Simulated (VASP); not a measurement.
Here is a VASP 6.6.1 calculation.

File INCAR:

```
ALGO     = Normal         # electronic algorithm
EDIFF    = 1E-6           # SCF threshold, eV
EDIFFG   = -0.02          # ionic threshold
ENCUT    = 600            # plane-wave cutoff, eV
IBRION   = 2              # ionic algorithm
ISIF     = 3              # what is computed and relaxed
ISMEAR   = 1              # smearing method
LASPH    = True           # aspherical terms in the spheres
LCHARG   = False          # write CHGCAR
LREAL    = False          # projectors in reciprocal space
LWAVE    = False          # write WAVECAR
NELM     = 100            # most SCF steps
NSW      = 80             # ionic steps
PREC     = Accurate       # precision mode
SIGMA    = 0.05           # smearing width, eV
```

KPOINTS

```
k-points
0
Gamma
  18 18 18
```

The input POSCAR:

```
Nb
1.0
    0.0000000000      2.1150000000      2.1150000000
    2.1150000000      0.0000000000      2.1150000000
    2.1150000000      2.1150000000      0.0000000000
Nb
1
Direct
    0.0000000000      0.0000000000      0.0000000000
```

Potentials or basis: VASP PAW LDA potentials, release 64 (Nb_sv).

Launch:

```console
$ cat potpaw_LDA.64/Nb_sv/POTCAR > POTCAR
$ mpirun -np 1 vasp_std > vasp.out
```

(1) Predict the space group after relaxing (to 0.1 Å).

(2) Predict the band gap on the k mesh.

## Answers

(1) Fm-3m (No. 225).

(2) zero (an odd number of electrons rules out a gap without spin polarisation).
